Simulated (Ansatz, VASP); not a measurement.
## La2O3 in VASP and in Ansatz

The input INCAR:

```
SYSTEM = La2O3
  ALGO = Normal
  EDIFF = 1E-7
  ENCUT = 520
  GGA = PS
  ISIF = 2
  ISMEAR = -1
  LASPH = .TRUE.
  LCHARG = .TRUE.
  LELF = .TRUE.
  LREAL = .FALSE.
  LVHAR = .TRUE.
  LWAVE = .FALSE.
  NBANDS = 28
  NELM = 80
  PREC = Accurate
  SIGMA = 0.05
```

The input KPOINTS:

```
k-points
0
G
  5 5 8
  0 0 0
```

Contents of POSCAR:

```
La2O3
1.0
    6.1820836747      0.0000000000      0.0000000000
   -3.0910418374      5.3538415106      0.0000000000
    0.0000000000      0.0000000000      3.2551691007
La O
2 3
Direct
    0.6666666667      0.3333333333      0.5000000000
    0.3333333333      0.6666666667      0.5000000000
    0.5080139900      0.0000000000      0.0000000000
    0.0000000000      0.5080139900      0.0000000000
    0.4919860100      0.4919860100      0.0000000000
```

The input input.yaml:

```yaml
crystal:
  lattice:
    - [6.1820836747, 0.0, 0.0]
    - [-3.0910418374, 5.3538415106, 0.0]
    - [0.0, 0.0, 3.2551691007]
  atoms:
    - { symbol: La, position: [0.6666666667, 0.3333333333, 0.5] }
    - { symbol: La, position: [0.3333333333, 0.6666666667, 0.5] }
    - { symbol: O, position: [0.50801399, 0.0, 0.0] }
    - { symbol: O, position: [0.0, 0.50801399, 0.0] }
    - { symbol: O, position: [0.49198601, 0.49198601, 0.0] }
kpoints:
  mp_grid: { grid: [5, 5, 8] }
scf:
  occupations: { method: fermi_dirac, width: 0.05 }
hamiltonian:
  xc: pbesol
  pseudopotentials: { kind: all_electron, lapw: { basis_error: 0.002 } }
output:
  forces: true
  stress: true
  eigenvalues: true
```

Change from the starting cell: volume scaled by 0.96.

Alike in both runs: task single point; functional PBEsol; k mesh 5 × 5 × 8; occupations fermi-dirac, width 0.05 eV; no spin polarisation.

```csv
,VASP,Ansatz
version,VASP 6.6.1,Ansatz 0.2.0
potentials or method,"VASP PAW PBE potentials, release 64 (La, O), cutoff 520 eV","all-electron LAPW, scalar-relativistic"
```

```tsv
	VASP	Ansatz	Ansatz less VASP
gap on the k mesh at the Fermi level (eV)	1.24	1.23	-0.006
least direct gap on the mesh (eV)	1.88	1.89	+0.006
pressure (GPa)	3.1	3.2	+0.17
traceless stress, the component that is largest in VASP (GPa)	-1.09	-1.07	+0.028
rms of the force components (eV/Å)	0.018	0.018	-0.0005
```

VASP's potentials were made for PBE, not for PBEsol. Atom by atom the forces differ by 0.001 eV/Å (rms over components). Ansatz ran all-electron here, and VASP with PAW potentials.

Neither program's run includes spin-orbit coupling.
